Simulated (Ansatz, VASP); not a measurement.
# La in VASP and in Ansatz

File INCAR:

```
PREC = Accurate ; ENCUT = 520
EDIFF = 1E-6 ; ISMEAR = -1
SIGMA = 0.08 ; LREAL = F
LASPH = T ; NELM = 80
ALGO = Normal ; ISIF = 2
LWAVE = F ; LCHARG = T
GGA = PE ; LELF = T
LVHAR = T ; NBANDS = 12
```

File KPOINTS:

```
regular mesh
0
Gamma
  12 12 11
```

Contents of POSCAR:

```
La
1.0
    2.6281862592      0.0000000000      0.0000000000
   -1.3140931296      2.2760760664      0.0000000000
    0.0000000000      0.0000000000      2.4706029418
La
1
Direct
    0.0000000000      0.0000000000      0.0000000000
```

Input for Ansatz:

```yaml
crystal:
  lattice:
    - [2.6281862592, 0.0, 0.0]
    - [-1.3140931296, 2.2760760664, 0.0]
    - [0.0, 0.0, 2.4706029418]
  atoms:
    - { symbol: La, position: [0.0, 0.0, 0.0] }
kpoints:
  mp_grid: { grid: [12, 12, 11] }
scf:
  occupations: { method: fermi_dirac, width: 0.08 }
hamiltonian:
  xc: pbe
  pseudopotentials: { kind: nc }
output:
  forces: true
  stress: true
  eigenvalues: true
```

Change from the starting cell: volume scaled by 0.4, norm-conserving files.

Alike in both runs: task single point; functional PBE; k mesh 12 × 12 × 11; occupations fermi-dirac, width 0.08 eV; no spin polarisation.

|  | VASP | Ansatz |
| --- | --- | --- |
| version | VASP 6.6.1 | Ansatz 0.2.0 |
| potentials or method | VASP PAW PBE potentials, release 64 (La) | norm-conserving pseudopotentials, scalar-relativistic |
| plane-wave cutoff (eV) | 520 | 1497 |
| valence electrons in the cell | 11 | 11 |

|  | VASP | Ansatz | Ansatz less VASP |
| --- | --- | --- | --- |
| pressure (GPa) | 168.0 | 163.8 | -4.15 |
| traceless stress, the component that is largest in VASP (GPa) | -0.23 | -0.09 | +0.133 |

Both programs put the cell under a high pressure, so it lies far from rest at this level.

Spin-orbit coupling is off throughout. Noted on VASP's run: the cell as given lies far from equilibrium.
